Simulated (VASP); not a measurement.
# AlP (F-43m) in VASP: a series of runs

AlP is run at these levels: PBEsol, r2SCAN; tasks: single point.

All numbers are computed with VASP 6.6.1; they aren't measurements. Logs are shortened: lines on timing, memory, paths and dates and some standing lists are left out, and cuts for length are marked.

**1. The cell of the first run**

It takes space group F-43m (No. 216, cubic). The conventional cell has a = 5.470 Å, b = 5.470 Å, c = 5.470 Å, α = 90.00°, β = 90.00°, γ = 90.00°. Al (site symmetry -43m) has 4 P at 2.37 Å within 3.1 Å. P (site symmetry -43m) has 4 Al at 2.37 Å within 3.1 Å.

**2. Single point, PBEsol**

File INCAR:

```
  PREC = Accurate
  ENCUT = 500
  EDIFF = 1E-6
  ISMEAR = -1
  SIGMA = 0.05
  LREAL = F
  LASPH = T
  NELM = 120
  ALGO = Normal
  ISIF = 2
  LWAVE = F
  LCHARG = F
  GGA = PS
  NBANDS = 11
  GGA_COMPAT = F
```

File KPOINTS:

```
Automatic mesh
0
Gamma
  8 8 8
```

File POSCAR:

```
AlP
1.0
    0.0000000000      2.7350000000      2.7350000000
    2.7350000000      0.0000000000      2.7350000000
    2.7350000000      2.7350000000      0.0000000000
Al P
1 1
Direct
    0.0000000000      0.0000000000      0.0000000000
    0.2500000000      0.2500000000      0.2500000000
```

Potentials or basis: VASP PAW PBE potentials, release 64 (Al, P).

Launch:

```console
$ cat potpaw_PBE.64/Al/POTCAR potpaw_PBE.64/P/POTCAR > POTCAR
$ mpirun -np 1 vasp_std > vasp.out
```

OUTCAR:

```text
PREC = Accurate
   ENCUT = 500
   EDIFF = 1E-6
   ISMEAR = -1
   LREAL = F
   LASPH = T
   NELM = 120
   ISIF = 2
   GGA = PS

 ion  position               nearest neighbor table
   1  0.000  0.000  0.000-   2 2.37   2 2.37   2 2.37   2 2.37
   2  0.250  0.250  0.250-   1 2.37   1 2.37   1 2.37   1 2.37

  LATTYP: Found a face centered cubic cell.
 ALAT       =     5.4700000000

  Lattice vectors:

 A1 = (   0.0000000000,   2.7350000000,   2.7350000000)
 A2 = (   2.7350000000,   0.0000000000,   2.7350000000)
 A3 = (   2.7350000000,   2.7350000000,   0.0000000000)

Analysis of symmetry for initial positions (statically):
=====================================================================
 Subroutine PRICEL returns:
 Original cell was already a primitive cell.

 Routine SETGRP: Setting up the symmetry group for a
 face centered cubic supercell.

 Subroutine GETGRP returns: Found 24 space group operations
 (whereof 24 operations were pure point group operations)
 out of a pool of 48 trial point group operations.

The static configuration has the point symmetry T_d .

Analysis of symmetry for dynamics (positions and initial velocities):
=====================================================================
 Subroutine PRICEL returns:
 Original cell was already a primitive cell.

 Routine SETGRP: Setting up the symmetry group for a
 face centered cubic supercell.

 Subroutine GETGRP returns: Found 24 space group operations
 (whereof 24 operations were pure point group operations)
 out of a pool of 48 trial point group operations.

The dynamic configuration has the point symmetry T_d .

 Subroutine INISYM returns: Found 24 space group operations
 (whereof 24 operations are pure point group operations),
 and found     1 'primitive' translations

----------------------------------------------------------------------------------------

                                     Primitive cell

  volume of cell :      40.9168

  direct lattice vectors                    reciprocal lattice vectors
     0.000000000  2.735000000  2.735000000    -0.182815356  0.182815356  0.182815356
     2.735000000  0.000000000  2.735000000     0.182815356 -0.182815356  0.182815356
     2.735000000  2.735000000  0.000000000     0.182815356  0.182815356 -0.182815356

  length of vectors
     3.867874093  3.867874093  3.867874093     0.316645486  0.316645486  0.316645486

  position of ions in fractional coordinates (direct lattice)
     0.000000000  0.000000000  0.000000000
     0.250000000  0.250000000  0.250000000

  ion indices of the primitive-cell ions
   primitive index   ion index
                 1           1
                 2           2

----------------------------------------------------------------------------------------

 KPOINTS: Automatic mesh

Automatic generation of k-mesh.
 Grid dimensions read from file:
 generate k-points for:    8    8    8

 Generating k-lattice:

  Cartesian coordinates                     Fractional coordinates (reciprocal lattice)
    -0.022851920  0.022851920  0.022851920     0.125000000  0.000000000  0.000000000
     0.022851920 -0.022851920  0.022851920     0.000000000  0.125000000  0.000000000
     0.022851920  0.022851920 -0.022851920     0.000000000  0.000000000  0.125000000

  Length of vectors
     0.039580686  0.039580686  0.039580686

  Shift w.r.t. Gamma in fractional coordinates (k-lattice)
     0.000000000  0.000000000  0.000000000

 Subroutine IBZKPT returns following result:
 ===========================================

 Found     29 irreducible k-points:

 Following reciprocal coordinates:
            Coordinates               Weight
  0.000000  0.000000  0.000000      1.000000
  0.125000  0.000000  0.000000      8.000000
  0.250000  0.000000  0.000000      8.000000
  0.375000  0.000000  0.000000      8.000000
  0.500000  0.000000  0.000000      4.000000
  0.125000  0.125000  0.000000      6.000000
[... 16 lines left out ...]
  0.500000  0.250000  0.125000     48.000000
 -0.375000  0.250000  0.125000     24.000000
 [... further k-points ...]
   k-points           NKPTS =     29   k-points in BZ     NKDIM =     29   number of bands    NBANDS=     11
   number of dos      NEDOS =    301   number of ions     NIONS =      2
   total plane-waves  NPLWV =  21952
   dimension x,y,z NGX =    28 NGY =   28 NGZ =   28
   dimension x,y,z NGXF=    56 NGYF=   56 NGZF=   56
   ions per type =               1   1
   NGX,Y,Z   is equivalent  to a cutoff of  12.03, 12.03, 12.03 a.u.
   NGXF,Y,Z  is equivalent  to a cutoff of  24.07, 24.07, 24.07 a.u.
 SYSTEM =  unknown system
   PREC   = accura    normal or accurate (medium, high low for compatibility)
   ISTART =      0    job   : 0-new  1-cont  2-samecut
   ICHARG =      2    charge: 1-file 2-atom 10-const
   ISPIN  =      1    spin polarized calculation?
   LNONCOLLINEAR =      F non collinear calculations
   LSORBIT =      F    spin-orbit coupling
   LASPH  =      T    aspherical Exc in radial PAW
   ENCUT  =  500.0 eV  36.75 Ry    6.06 a.u.   7.05  7.05  7.05*2*pi/ulx,y,z
   NELM   =    120;   NELMIN=  2; NELMDL= -5     # of ELM steps
   EDIFF  = 0.1E-05   stopping-criterion for ELM
   LREAL  =      F    real-space projection
   EDIFFG = 0.1E-04   stopping-criterion for IOM
   NSW    =      0    number of steps for IOM
   IBRION =     -1    ionic relax: 0-MD 1-quasi-New 2-CG
   NFREE  =      0    steps in history (QN), initial steepest desc. (CG)
   ISIF   =      2    stress and relaxation
   ISYM   =      2    0-nonsym 1-usesym 2-fastsym
   POTIM  = 0.5000    time-step for ionic-motion
   TEBEG  =    0.0;   TEEND  =   0.0 temperature during run
   PSTRESS=    0.0 pullay stress
   NELECT =       8.0000    total number of electrons
   NUPDOWN=      -1.0000    fix difference up-down
   EMIN   =  10.00;   EMAX   =-10.00  energy-range for DOS
   EFERMI =   0.00;   METHOD = LEGACY
   ISMEAR =    -1;   SIGMA  =   0.05  broadening in eV -4-tet -1-fermi 0-gaus
   EFERMI_NEDOS =   21; number of points for ismear=-14 and -15
   IALGO  =     38    algorithm
   IMIX   =      4    mixing-type and parameters
     AMIX     =   0.40;   BMIX     =  1.00
     AMIX_MAG =   1.60;   BMIX_MAG =  1.00
  volume/ion in A,a.u.               =      20.46       138.06
  Fermi-wavevector in a.u.,A,eV,Ry     =   0.950176  1.795573 12.283814  0.902835
  Thomas-Fermi vector in A             =   2.078528
   LORBIT       =      0    0 simple, 1 ext, 2 COOP (PROOUT), +10 PAW based schemes
   GGA     = PS    functional components
   LHFCALC =     F    Hartree Fock is set to
   AEXX    =    0.0000 exact exchange contribution
   IVDW    =     0    specifies the selected vdW correction
   LEPSILON=     F    determine dielectric tensor
   LRPA    =     F    only Hartree local field effects (RPA)
 non-spin polarized calculation
  energy-cutoff  :      500.00
  volume of cell :       40.92
 maximum number of plane-waves:      1056
   NGX = 15   NGY = 15   NGZ = 15

 number of electron       8.0000000 magnetization

 Free energy of the ion-electron system (eV)
  ---------------------------------------------------
  ext. energy  EPLUGINS =         0.00000000
  ---------------------------------------------------
  free energy    TOTEN  =       -10.99516250 eV

  energy without entropy =      -10.99516249  energy(sigma->0) =      -10.99516250

 E-fermi :   5.2201     XC(G=0):  -9.3439

 val. band max:        4.4851492542   @ k =   0.0000   0.0000   0.0000
 cond. band min:       5.9342318392   @ k =   0.5000   0.5000   0.0000
 fundamental gap:      1.4490825850
 Fermi energy:         5.2200628188

 k-point     1 :       0.0000    0.0000    0.0000
  band No.  band energies     occupation
      1      -7.0109      2.00000
      2       4.4851      2.00000
      3       4.4851      2.00000
      4       4.4851      2.00000
      5       7.6423      0.00000
      6       8.9897      0.00000
      7       8.9897      0.00000
      8       8.9897      0.00000
      9      13.2812      0.00000
     10      13.2812      0.00000
     11      14.5423      0.00000

 k-point     2 :       0.1250    0.0000    0.0000
  band No.  band energies     occupation
      1      -6.8384      2.00000
      2       3.2452      2.00000
      3       4.3362      2.00000
      4       4.3362      2.00000
      5       8.0844      0.00000
      6       9.2732      0.00000
      7       9.2732      0.00000
      8       9.4887      0.00000
      9      12.7713      0.00000
     10      12.7713      0.00000
     11      15.1843      0.00000

 k-point     3 :       0.2500    0.0000    0.0000
  band No.  band energies     occupation
      1      -6.3525      2.00000
      2       1.2884      2.00000
      3       4.0412      2.00000
      4       4.0412      2.00000
      5       7.7110      0.00000
      6       9.5736      0.00000
      7       9.5736      0.00000
      8      11.2931      0.00000
      9      12.7406      0.00000
     10      12.7406      0.00000
     11      14.6408      0.00000

 k-point     4 :       0.3750    0.0000    0.0000
  band No.  band energies     occupation
      1      -5.6982      2.00000
      2      -0.3569      2.00000
      3       3.8059      2.00000
      4       3.8059      2.00000
      5       7.3337      0.00000
      6       9.3770      0.00000
      7       9.3770      0.00000
      8      12.4700      0.00000
      9      14.1363      0.00000
     10      14.1363      0.00000
     11      14.9389      0.00000
[... 239 lines left out ...]
 k-point    22 :       0.3750    0.2500    0.1250
  band No.  band energies     occupation
      1      -5.9411      2.00000
      2       0.9692      2.00000
      3       2.5718      2.00000
      4       3.5654      2.00000
      5       8.2535      0.00000
      6       9.2234      0.00000
      7       9.8411      0.00000
      8      11.2309      0.00000
      9      12.7455      0.00000
     10      15.1956      0.00000
     11      17.2617      0.00000

 k-point    23 :       0.5000    0.2500    0.1250
  band No.  band energies     occupation
      1      -5.3416      2.00000
      2      -0.1438      2.00000
      3       2.0024      2.00000
      4       3.1783      2.00000
      5       8.3470      0.00000
      6       9.1897      0.00000
      7      10.4377      0.00000
      8      11.5178      0.00000
      9      13.8752      0.00000
     10      15.7120      0.00000
     11      17.1879      0.00000

 k-point    24 :      -0.3750    0.2500    0.1250
  band No.  band energies     occupation
      1      -5.0125      2.00000
      2      -0.7061      2.00000
      3       1.8676      2.00000
      4       2.9893      2.00000
      5       8.3441      0.00000
      6       8.9206      0.00000
      7      11.3055      0.00000
      8      12.0970      0.00000
      9      13.3880      0.00000
     10      15.8242      0.00000
     11      17.1379      0.00000

 [... further k-points ...]
[... 5 lines left out ...]
  --------------------------------------------------------------------------------------
  -------------------------------------------------------------------------------------
  Total        0.0147789      0.0147789      0.0147789      0.0000000      0.0000000      0.0000000
  in kB        0.5786983      0.5786983      0.5786983      0.0000000      0.0000000      0.0000000
  external PRESSURE =       0.5786983 kB  Pullay stress =       0.0000000 kB

 VOLUME and BASIS-vectors are now :
 -----------------------------------------------------------------------------
  energy-cutoff  :      500.00
  volume of cell :       40.92
      direct lattice vectors                 reciprocal lattice vectors
     0.000000000  2.735000000  2.735000000    -0.182815356  0.182815356  0.182815356
     2.735000000  0.000000000  2.735000000     0.182815356 -0.182815356  0.182815356
     2.735000000  2.735000000  0.000000000     0.182815356  0.182815356 -0.182815356

 POSITION                                       TOTAL-FORCE (eV/Angst)
 -----------------------------------------------------------------------------------
      0.00000      0.00000      0.00000        -0.000000     -0.000000     -0.000000
      1.36750      1.36750      1.36750         0.000000      0.000000      0.000000
 -----------------------------------------------------------------------------------
    total drift:                                0.000000      0.000000      0.000000

  FREE ENERGIE OF THE ION-ELECTRON SYSTEM (eV)
  ---------------------------------------------------
  free  energy   TOTEN  =       -10.9951625040 eV

  energy  without entropy=      -10.9951624923  energy(sigma->0) =      -10.99516250
```

It took 4.5 s on 1 thread of Intel Xeon 6975P-C (Granite Rapids), shared host; peak memory 0.15 GiB.

What came out:

```yaml
Free_energy: -10.9952 eV
Pressure: 0.1 GPa
Band_gap_on_the_k_mesh: 1.45 eV, indirect (least direct gap 3.16 eV)
```

Levels at points of the mesh, in eV from the valence-band top:
| k point | band 1 | band 2 | band 3 | band 4 | band 5 | band 6 | band 7 | band 8 | band 9 |
| --- | --- | --- | --- | --- | --- | --- | --- | --- | --- |
| (0.00, 0.00, 0.00) | -11.50 | 0.00 | 0.00 | 0.00 | 3.16 | 4.50 | 4.50 | 4.50 | 8.80 |
| (0.50, 0.00, 0.00) | -9.81 | -5.56 | -0.76 | -0.76 | 2.71 | 4.75 | 4.75 | 8.07 | 11.50 |
| (0.50, 0.50, 0.00) | -9.15 | -5.32 | -2.11 | -2.11 | 1.45 | 2.37 | 10.95 | 10.95 | 11.89 |

Caveat: the PAW data sets were made with another functional, which shifts forces and pressure a little. A k mesh can miss the band edges.

**3. Single point, r2SCAN**

POSCAR is that of step 2.

File INCAR.step1:

```
  PREC = Accurate
  ENCUT = 550
  ISMEAR = -1
  SIGMA = 0.05
  LREAL = F
  LASPH = T
  NELM = 120
  NBANDS = 11
  GGA = PE
  ALGO = Normal
  EDIFF = 1E-5
  LWAVE = T
  LCHARG = F
  GGA_COMPAT = F
```

File INCAR.step2:

```
  PREC = Accurate
  ENCUT = 550
  EDIFF = 1E-6
  ISMEAR = -1
  SIGMA = 0.05
  LREAL = F
  LASPH = T
  NELM = 120
  ALGO = Normal
  ISIF = 2
  LWAVE = F
  LCHARG = F
  METAGGA = R2SCAN
  LMIXTAU = T
  NBANDS = 11
  ISTART = 1
  GGA_COMPAT = F
```

KPOINTS is that of step 2.

Potentials or basis: VASP PAW PBE potentials, release 64 (Al, P).

Launch:

```console
$ cat potpaw_PBE.64/Al/POTCAR potpaw_PBE.64/P/POTCAR > POTCAR
$ cp INCAR.step1 INCAR
$ mpirun -np 1 vasp_std > vasp.out
$ cp INCAR.step2 INCAR
$ mpirun -np 1 vasp_std > vasp.out
```

It took 30 s on 1 thread of Intel Xeon 6975P-C (Granite Rapids), shared host; peak memory 0.17 GiB.

The run converged. Its results:

* Free energy: -17.2096 eV
* Pressure: 0.1 GPa
* Band gap on the k mesh: 1.92 eV, indirect (least direct gap 3.95 eV)

Levels at points of the mesh, in eV from the valence-band top:
```csv
k point,band 1,band 2,band 3,band 4,band 5,band 6,band 7,band 8
"(0.00, 0.00, 0.00)",-11.96,0.00,0.00,0.00,3.95,4.97,4.97,4.97
"(0.50, 0.00, 0.00)",-10.23,-5.65,-0.79,-0.79,3.31,5.22,5.22,8.93
"(0.50, 0.50, 0.00)",-9.54,-5.41,-2.17,-2.17,1.92,2.85,11.94,11.94
```

Caveat: the PAW data sets were made with another functional, which shifts forces and pressure a little.
